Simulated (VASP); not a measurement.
A run of VASP 6.6.1:

File POSCAR:

```
I
1.0
    0.0000000000      2.3336289500      3.8569979773
    2.1626168959      0.0000000000      3.8569979773
    2.1626168959      2.3336289500      0.0000000000
I
1
Direct
    0.0000000000      0.0000000000      0.0000000000
```

INCAR.step1

```
SYSTEM = I
PREC = Accurate ; ENCUT = 520
ISMEAR = -1 ; SIGMA = 0.05
LREAL = .FALSE. ; LASPH = .TRUE.
NELM = 80 ; NBANDS = 10
GGA = PE ; ALGO = Normal
EDIFF = 1E-4 ; LWAVE = .TRUE.
LCHARG = .FALSE.
```

Contents of INCAR.step2:

```
SYSTEM = I
PREC = Accurate ; ENCUT = 520
EDIFF = 1E-6 ; ISMEAR = -1
SIGMA = 0.05 ; LREAL = .FALSE.
LASPH = .TRUE. ; NELM = 80
ALGO = Normal ; ISIF = 2
LWAVE = .FALSE. ; LCHARG = .FALSE.
METAGGA = R2SCAN ; LMIXTAU = .TRUE.
NBANDS = 10 ; ISTART = 1
```

The input KPOINTS:

```
regular mesh
0
G
  9 9 9
  0 0 0
```

Potentials or basis: VASP PAW PBE potentials, release 64 (I).

The run is started by

```bash
$ cat potpaw_PBE.64/I/POTCAR > POTCAR
$ cp INCAR.step1 INCAR
$ mpirun -np 1 vasp_std > vasp.out
$ cp INCAR.step2 INCAR
$ mpirun -np 1 vasp_std > vasp.out
```

Hardware: 1 thread of Intel(R) Xeon(R) 6975P-C (Granite Rapids) (shared host).

Question: Estimate the wall time of this run.

Answer: Run time: 62 s on 1 thread of Intel(R) Xeon(R) 6975P-C (Granite Rapids), on a shared host, peak memory 0.2 GiB. Counts: k points 125.
